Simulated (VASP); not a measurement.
**AlN: electric field gradients with PBEsol**

Crystal: AlN.

```
CELL_PARAMETERS angstrom
3.06896 0.00000 0.00000
-1.53448 2.65779 0.00000
0.00000 0.00000 4.91072
ATOMIC_POSITIONS crystal
Al 0.33333 0.66667 0.00000
Al 0.66667 0.33333 0.50000
N 0.33333 0.66667 0.38500
N 0.66667 0.33333 0.88500
```

This cell differs from its parent crystal: volume scaled by 0.96.

```
Program                : VASP 6.6.1
Task                   : electric field gradients
Functional             : PBEsol
Potentials or basis    : VASP PAW PBE potentials, release 64 (Al, N)
Cutoff                 : 520 eV
k mesh                 : 10 × 10 × 6
Occupations            : fermi-dirac, width 0.03 eV
Spin                   : no spin polarisation
Dipole correction      : no
Further INCAR settings : ALGO = Normal; EDIFF = 1e-08; NBANDS = 16
```

```json
{
 "Pressure": "9.6 GPa",
 "Largest force": "0.180 eV/Å",
 "Band gap on the k mesh": "4.45 eV, direct"
}
```

Forces in eV/Å, atoms in the order of the input:
```
Al   0.000  0.000  0.180
Al   0.000  0.000  0.180
N    0.000  0.000 -0.180
N    0.000  0.000 -0.180
```

Stress tensor (GPa, compression positive):
```
10.65  0.00  0.00
 0.00 10.65  0.00
 0.00  0.00  7.50
```

Levels at points of the mesh, in eV from the valence-band top:
| k point | band 6 | band 7 | band 8 | band 9 | band 10 | band 11 |
| --- | --- | --- | --- | --- | --- | --- |
| (0.00, 0.00, 0.00) | -0.30 | -0.30 | 0.00 | 4.45 | 6.89 | 10.84 |
| (0.50, 0.00, 0.00) | -2.24 | -1.89 | -0.78 | 5.74 | 5.78 | 8.39 |
| (0.00, 0.00, 0.50) | -0.65 | -0.65 | -0.65 | 6.72 | 6.72 | 10.51 |
| (0.50, 0.00, 0.50) | -1.59 | -1.45 | -1.45 | 5.28 | 5.28 | 9.31 |

Electric field gradients, principal values (V/Å²):
```tsv
atom	least	middle	greatest (by size)
1 Al	-4.491	-4.491	8.982
2 Al	-4.491	-4.491	8.982
3 N	-0.510	-0.511	1.020
4 N	-0.510	-0.511	1.020
```

It took 32 s on 1 thread of Intel(R) Xeon(R) 6975P-C (Granite Rapids) (shared host), peak memory 0.17 GiB.

Caveat: without QUAD_EFG the Cq values of the log hold for a quadrupole moment of 1 mb, not for the nuclei; the PAW data sets were made with another functional, which shifts forces and pressure a little. A k mesh can miss the band edges.
